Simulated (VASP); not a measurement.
**MgO (base): single point with PBE**

Crystal: MgO (base).

```
CELL_PARAMETERS angstrom
0.00000 2.10500 2.10500
2.10500 0.00000 2.10500
2.10500 2.10500 0.00000
ATOMIC_POSITIONS crystal
Mg 0.00000 0.00000 0.00000
O 0.50000 0.50000 0.50000
```

- Program: VASP 6.6.1
- Task: single point
- Functional: PBE
- Potentials or basis: VASP PAW PBE potentials, release 64 (Mg, O)
- Cutoff: 600 eV
- k mesh: 8 × 8 × 8
- Occupations: gaussian, width 0.1 eV
- Spin: no spin polarisation

```
Pressure               : 3.9 GPa
Band gap on the k mesh : 4.74 eV, direct
```

Levels at points of the mesh, in eV from the valence-band top:
| k point | band 1 | band 2 | band 3 | band 4 | band 5 | band 6 | band 7 | band 8 | band 9 |
| --- | --- | --- | --- | --- | --- | --- | --- | --- | --- |
| (0.00, 0.00, 0.00) | -17.27 | 0.00 | 0.00 | 0.00 | 4.74 | 15.81 | 15.81 | 15.81 | 19.73 |
| (0.50, 0.00, 0.00) | -15.98 | -4.62 | -0.65 | -0.65 | 7.91 | 12.62 | 16.33 | 16.33 | 20.92 |
| (0.50, 0.50, 0.00) | -15.72 | -4.09 | -1.35 | -1.35 | 9.12 | 9.99 | 13.11 | 19.00 | 19.00 |

Run time: 5.1 s on 1 thread of Intel Xeon 6975P-C, with other jobs on the host, peak memory 0.14 GiB.
